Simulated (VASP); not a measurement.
Crystal: SnO2 (Cassiterite).

```xyz
6
Lattice="4.7380 0.0000 0.0000 0.0000 4.7380 0.0000 0.0000 0.0000 3.1865" Properties=species:S:1:pos:R:3 pbc="T T T"
Sn    0.0000    0.0000    0.0000
Sn    2.3690    2.3690    1.5933
O     1.4550    1.4550    0.0000
O     0.9140    3.8240    1.5933
O     3.2830    3.2830    0.0000
O     3.8240    0.9140    1.5933
```

| Property | Result |
| --- | --- |
| Program | VASP 6.6.1 |
| Task | relaxation of cell and atoms |
| Functional | PBEsol |
| Potentials or basis | VASP PAW PBE potentials, release 64 (Sn_d, O) |
| Cutoff | 600 eV |
| k mesh | 6 × 6 × 8 |
| Occupations | fermi-dirac, width 0.02 eV |
| Spin | no spin polarisation |

At the start: pressure 5.2 GPa; volume 11.92 Å³/atom.

How do energy, volume and symmetry change on relaxing?

Over 5 steps the energy falls by 5.0 meV/atom and the volume is 12.20 Å³/atom (+2.3 %); space group P4_2/mnm (No. 136, to 0.05 Å).

The path:
| step | energy change (eV) | largest force (eV/Å) | pressure (GPa) | volume (Å³) |
| --- | --- | --- | --- | --- |
| 1 | 0.0000 | 0.2277 | 5.24 | 71.53 |
| 2 | 0.0238 | 0.2179 | -6.26 | 75.64 |
| 3 | -0.0302 | 0.0171 | -0.05 | 73.24 |
| 4 | -0.0302 | 0.0212 | 0.10 | 73.21 |
| 5 | -0.0302 | 0.0080 | 0.05 | 73.21 |

Final structure:
```xyz
6
Lattice="4.7706 0.0000 0.0000 0.0000 4.7706 0.0000 0.0000 0.0000 3.2166" Properties=species:S:1:pos:R:3 pbc="T T T"
Sn    0.0000    0.0000    0.0000
Sn    2.3853    2.3853    1.6083
O     1.4613    1.4613    3.2166
O     0.9241    3.8466    1.6083
O     3.3094    3.3094    0.0000
O     3.8466    0.9241    1.6083
```

Caveat: the PAW data sets were made with another functional, which shifts forces and pressure a little.
